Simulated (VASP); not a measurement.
Write the native input for VASP 6.6.1 that does the following.

| Property | Result |
| --- | --- |
| Task | single point |
| Functional | PBE |
| Potentials or basis | VASP PAW PBE potentials, release 64 (Mn_pv, O) |
| Cutoff | 520 eV |
| k mesh | 5 × 5 × 5 |
| Occupations | gaussian, width 0.05 eV |
| Spin | collinear spin, ferromagnetic start |
| Starting moments | [5.0, 0.0] μB |
| Hubbard terms | Mn d U = 3.9 eV |
| Dipole correction | no |
| Further INCAR settings | ALGO = Normal; EDIFF = 1e-06; NBANDS = 20 |

The structure of MnO lies in POSCAR:

```
MnO
1.0
    1.5746100000      0.9091015100      2.5304666700
   -1.5746100000      0.9091015100      2.5304666700
    0.0000000000     -1.8182030100      2.5304666700
Mn O
1 1
Direct
    1.0000000000      0.0000000000      0.0000000000
    0.5000000000      0.5000000000      0.5000000000
```

These files were run (other wordings do the same):

INCAR

```
SYSTEM = MnO
PREC = Accurate
ENCUT = 520
EDIFF = 1E-6
ISMEAR = 0
SIGMA = 0.05
LREAL = .False.
LASPH = .True.
NELM = 150
ALGO = Normal
ISIF = 2
LWAVE = .False.
LCHARG = .True.
ISPIN = 2
MAGMOM = 5 0
LORBIT = 11
LMAXMIX = 4
LDAU = .True.
LDAUTYPE = 2
LDAUL = 2 -1
LDAUU = 3.9 0
LDAUJ = 0 0
LDAUPRINT = 1
GGA = PE
LELF = .True.
LVHAR = .True.
NBANDS = 20
```

KPOINTS

```
Automatic mesh
0
Gamma
  5 5 5
  0 0 0
```

Potentials or basis: VASP PAW PBE potentials, release 64 (Mn_pv, O).

The run is started by

```bash
$ cat potpaw_PBE.64/Mn_pv/POTCAR potpaw_PBE.64/O/POTCAR > POTCAR
$ mpirun -np 1 vasp_std > vasp.out
```

Results of the run:

```json
{
 "Pressure": "9.6 GPa",
 "Band gap on the k mesh": "0.40 eV (least direct gap 2.71 eV)",
 "Net moment": "5.00 μB per cell",
 "Site moments": "Mn +4.62; O +0.16 μB",
 "Valence electrons inside the program's atomic spheres": "Mn 11.36; O 5.02"
}
```

Caveat: the k points lie up to 0.49 Å⁻¹ apart; an odd mesh through Γ misses points on the zone boundary, where band edges can lie; a cell with one magnetic atom can't hold antiferromagnetic order, which such compounds often take.

Wall time 35 s on 1 thread of Intel Xeon 8259CL, on a shared host, peak memory 0.12 GiB.
